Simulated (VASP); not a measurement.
MgS (m): single point with PBEsol

Crystal: MgS (m).

```
Mg S
1.0
     3.98986    0.00000    0.00000
     0.00000    5.64252    0.00000
     0.00000    0.00000    4.00287
Mg S
2 2
Direct
  0.00000 0.00032 0.00000
  0.50000 0.50032 0.50000
  0.00000 0.24968 0.50000
  0.50000 0.74968 0.00000
```

```yaml
Program: VASP 6.6.1
Task: single point
Functional: PBEsol
Potentials_or_basis: VASP PAW PBE potentials, release 64 (Mg, S)
Cutoff: 600 eV
k_mesh: 6 × 4 × 6
Occupations: gaussian, width 0.02 eV
Spin: no spin polarisation
Dipole_correction: no
Further_INCAR_settings: ALGO = Normal; EDIFF = 1e-06; NBANDS = 16
```

| Property | Result |
| --- | --- |
| Pressure | 0.0 GPa |
| Band gap on the k mesh | 3.32 eV |

Stress tensor (GPa, compression positive):
```
 0.11  0.00  0.00
 0.00  0.05  0.00
 0.00  0.00 -0.07
```

Levels at points of the mesh, in eV from the valence-band top:
```tsv
k point	band 5	band 6	band 7	band 8	band 9	band 10	band 11	band 12
(0.00, 0.00, 0.00)	-1.06	-0.02	-0.01	0.00	3.32	3.69	5.54	7.86
(0.50, 0.00, 0.00)	-1.44	-1.44	-0.38	-0.38	6.26	6.26	6.70	6.70
(0.00, 0.50, 0.00)	-0.61	-0.61	-0.58	-0.58	5.03	5.03	6.44	6.44
(0.50, 0.50, 0.00)	-0.35	-0.35	-0.34	-0.34	5.00	5.00	7.52	7.52
(0.00, 0.00, 0.50)	-1.44	-1.44	-0.36	-0.36	6.28	6.28	6.71	6.71
(0.50, 0.00, 0.50)	-1.06	-1.06	-1.06	-1.06	3.70	3.70	5.55	5.55
(0.00, 0.50, 0.50)	-0.34	-0.34	-0.34	-0.34	5.02	5.02	7.55	7.55
(0.50, 0.50, 0.50)	-1.90	-1.90	-1.38	-1.38	5.39	5.39	7.92	7.92
```

It took 48 s on 1 thread of Intel Xeon 6975P-C (shared host), peak memory 0.26 GiB.

Caveat: the PAW data sets were made with another functional, which shifts forces and pressure a little. As with any semilocal functional, this PBEsol gap is likely too small.
